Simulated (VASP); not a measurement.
Runs of VASP 6.6.1 on B. The structure is that of space group P6/mmm (No. 191), or close to it. The cells are those of the table. The cell was generated, and may not be a known phase.

```csv
task,cell,k mesh,cutoff (eV),gap on the mesh (eV),pressure (GPa),relaxed volume (Å³/atom)
single point,"a = 3.011, b = 3.011, c = 1.935 Å, angles 90.0, 90.0, 120.0°, 2 atoms",24 × 24 × 28,520,none,0.0,-
relaxation of cell and atoms,"relaxed from a = 3.025, b = 3.025, c = 1.897 Å, angles 90.0, 90.0, 120.0°, 2 atoms",24 × 24 × 28,600,none,0.0,7.60
relaxation of cell and atoms,"relaxed from a = 2.148, b = 2.148, c = 2.664 Å, angles 90.0, 90.0, 120.0°, 2 atoms",12 × 12 × 6,600,none,0.0,7.48
single point,"a = 2.148, b = 2.148, c = 2.664 Å, angles 90.0, 90.0, 120.0°, 2 atoms",12 × 12 × 6,520,none,(a),-
single point,"a = 3.025, b = 3.025, c = 1.897 Å, angles 90.0, 90.0, 120.0°, 2 atoms",12 × 12 × 6,520,none,0.0,-
```

Alike in all rows: level PBE; potentials or basis VASP PAW PBE potentials, release 64 (B); no spin polarisation; smearing gaussian 0.1 eV.

Fill in the values left out.

(a) 412.3.

Caveats: some runs use coarse meshes; the volume moved by over 15 % at a fixed basis, so the end points are rough (at least some runs).

A gap of «none» marks levels without a gap at the run's occupations.
